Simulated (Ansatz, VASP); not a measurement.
This is a calculation of BaTiO3 for VASP 6.6.1.

INCAR

```
SYSTEM = BaTiO3
PREC     = Accurate       ! precision mode
ENCUT    = 520            ! plane-wave cutoff, eV
EDIFF    = 1E-6           ! SCF threshold, eV
ISMEAR   = -1             ! smearing method
SIGMA    = 0.05           ! smearing width, eV
LREAL    = .FALSE.        ! projectors in reciprocal space
LASPH    = .TRUE.         ! aspherical terms in the spheres
NELM     = 80             ! most SCF steps
ALGO     = Normal         ! electronic algorithm
ISIF     = 2              ! what is computed and relaxed
LWAVE    = .FALSE.        ! write WAVECAR
LCHARG   = .FALSE.        ! write CHGCAR
GGA      = PS             ! functional
NBANDS   = 28             ! bands
```

The input KPOINTS:

```
Automatic mesh
0
G
  7 7 7
  0 0 0
```

Contents of POSCAR:

```
BaTiO3
1.0
    3.9518582279      0.0000000000      0.0000000000
    0.0000000000      3.9518582279      0.0000000000
    0.0000000000      0.0000000000      3.9518582279
Ba Ti O
1 1 3
Direct
    0.5000000000      0.5000000000      0.5000000000
    0.0000000000      0.0000000000      0.0000000000
    0.0000000000      0.0000000000      0.5000000000
    0.0000000000      0.5000000000      0.0000000000
    0.5000000000      0.0000000000      0.0000000000
```

Potentials or basis: VASP PAW PBE potentials, release 64 (Ba_sv, Ti_sv, O).

Launch:

```console
$ cat potpaw_PBE.64/Ba_sv/POTCAR potpaw_PBE.64/Ti_sv/POTCAR potpaw_PBE.64/O/POTCAR > POTCAR
$ mpirun -np 1 vasp_std > vasp.out
```

Problem. Set up the same calculation for Ansatz 0.2.0. Potentials there: all-electron LAPW, scalar-relativistic.

Solution. As run (the cutoff follows the program's own potentials):

Contents of input.yaml:

```yaml
crystal:
  lattice:
    - [3.9518582279, 0.0, 0.0]
    - [0.0, 3.9518582279, 0.0]
    - [0.0, 0.0, 3.9518582279]
  atoms:
    - { symbol: Ba, position: [0.5, 0.5, 0.5] }
    - { symbol: Ti, position: [0.0, 0.0, 0.0] }
    - { symbol: O, position: [0.0, 0.0, 0.5] }
    - { symbol: O, position: [0.0, 0.5, 0.0] }
    - { symbol: O, position: [0.5, 0.0, 0.0] }
kpoints:
  mp_grid: { grid: [7, 7, 7] }
scf:
  occupations: { method: fermi_dirac, width: 0.05 }
hamiltonian:
  xc: pbesol
  pseudopotentials: { kind: all_electron, lapw: { basis_error: 0.001 } }
output:
  forces: true
  stress: true
  eigenvalues: true
```

Potentials or basis: all-electron LAPW, scalar-relativistic.

Run with:

```bash
$ ansatz run input.yaml --threads 4 --pin off --max-ram 12288MiB --backend cpu --events-out ev --progress --plain --runs-dir out
```

Both were run:

|  | VASP | Ansatz | Ansatz less VASP |
| --- | --- | --- | --- |
| gap on the k mesh at the Fermi level (eV) | 1.84 | 1.90 | +0.065 |
| least direct gap on the mesh (eV) | 1.88 | 1.90 | +0.024 |
| pressure (GPa) | 4.6 | 2.5 | -2.10 |

VASP's potentials were made for PBE, not for PBEsol. Ansatz ran all-electron here, and VASP with PAW potentials.

Neither program's run includes spin-orbit coupling.
